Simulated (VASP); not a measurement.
Set up this calculation in VASP 6.6.1, as the native input.

* Task: single point
* Functional: HSE06
* Potentials or basis: VASP PAW PBE potentials, release 64 (Ba_sv, Te)
* Cutoff: 520 eV
* k mesh: 4 × 4 × 4
* Occupations: gaussian, width 0.01 eV
* Spin: no spin polarisation
* Dipole correction: no
* Grid for exact exchange (PRECFOCK): Normal
* Further INCAR settings: ALGO = Normal; EDIFF = 1e-07; NBANDS = 15
* Share of exact exchange: 0.25
* Screening parameter: 0.2079 1/Å

Crystal: BaTe.

```
Ba Te
1.0
     0.00000    3.53238    3.53238
     3.43665    0.00000    3.53238
     3.43665    3.53238    0.00000
Ba Te
1 1
Direct
  0.00000 0.00000 0.00000
  0.50000 0.50000 0.50000
```

This cell differs from its parent crystal: uniaxial x strain -2.7%.

The input as run:

POSCAR

```
BaTe
1.0
    0.0000000000      3.5323793130      3.5323793130
    3.4366518336      0.0000000000      3.5323793130
    3.4366518336      3.5323793130      0.0000000000
Ba Te
1 1
Direct
    0.0000000000      0.0000000000      0.0000000000
    0.5000000000      0.5000000000      0.5000000000
```

INCAR.step1

```
ALGO = Normal ; EDIFF = 1E-5
ENCUT = 520 ; GGA = PE
ISIF = 2 ; ISMEAR = 0
LASPH = T ; LCHARG = F
LREAL = F ; LWAVE = T
NBANDS = 15 ; NELM = 80
PREC = Accurate ; SIGMA = 0.01
```

INCAR.step2

```
ALGO = Normal ; EDIFF = 1E-7
ENCUT = 520 ; GGA = PE
HFSCREEN = 0.2079 ; ISIF = 2
ISMEAR = 0 ; ISTART = 1
LASPH = T ; LCHARG = F
LHFCALC = T ; LREAL = F
LWAVE = F ; NBANDS = 15
NELM = 80 ; PREC = Accurate
PRECFOCK = Normal ; SIGMA = 0.01
```

KPOINTS

```
k-points
0
Gamma
  4 4 4
```

Potentials or basis: VASP PAW PBE potentials, release 64 (Ba_sv, Te).

Run with:

```console
$ cat potpaw_PBE.64/Ba_sv/POTCAR potpaw_PBE.64/Te/POTCAR > POTCAR
$ cp INCAR.step1 INCAR
$ mpirun -np 1 vasp_std > vasp.out
$ cp INCAR.step2 INCAR
$ mpirun -np 1 vasp_std > vasp.out
```

Results of the run:

| Property | Result |
| --- | --- |
| Pressure | 0.9 GPa |
| Band gap on the k mesh | 2.19 eV (least direct gap 2.62 eV) |

Caveat: the cell differs from its parent crystal (uniaxial x strain -2.7%); the PAW data sets were made with another functional, which shifts forces and pressure a little; spin-orbit coupling is left out, which moves the levels of the heavy elements.

Wall time 11 min on 1 thread of Intel(R) Xeon(R) 6975P-C (Granite Rapids), with other jobs on the host, peak memory 0.35 GiB.
